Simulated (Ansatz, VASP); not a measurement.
One calculation of SiC, two programs

```
CELL_PARAMETERS angstrom
0.00000 2.32351 2.32351
2.32351 0.00000 2.32351
2.20423 2.20423 0.11927
ATOMIC_POSITIONS crystal
Si 0.00000 0.00000 0.00000
C 0.75000 0.75000 0.75000
```

Alike in both runs: task single point; functional PBEsol; k mesh 12 × 12 × 12; occupations gaussian, width 0.05 eV; no spin polarisation.

|  | VASP | Ansatz |
| --- | --- | --- |
| version | VASP 6.6.1 | Ansatz 0.2.0 |
| potentials or method | VASP PAW PBE potentials, release 64 (Si, C), cutoff 520 eV | scalar-relativistic, plane waves, PAW |
| valence electrons in the cell | 8 | 8 |

|  | VASP | Ansatz | Ansatz less VASP |
| --- | --- | --- | --- |
| gap on the k mesh at the Fermi level (eV) | 1.06 | 1.08 | +0.015 |
| least direct gap on the mesh (eV) | 3.79 | 3.80 | +0.013 |
| pressure (GPa) | -18.2 | -18.5 | -0.29 |
| traceless stress, the component that is largest in VASP (GPa) | 11.39 | 11.30 | -0.091 |
| rms of the force components (eV/Å) | 0.344 | 0.338 | -0.0069 |

VASP's potentials were made for PBE, not for PBEsol, and Ansatz warns of the same on its side. Atom by atom the forces differ by 0.007 eV/Å (rms over components).
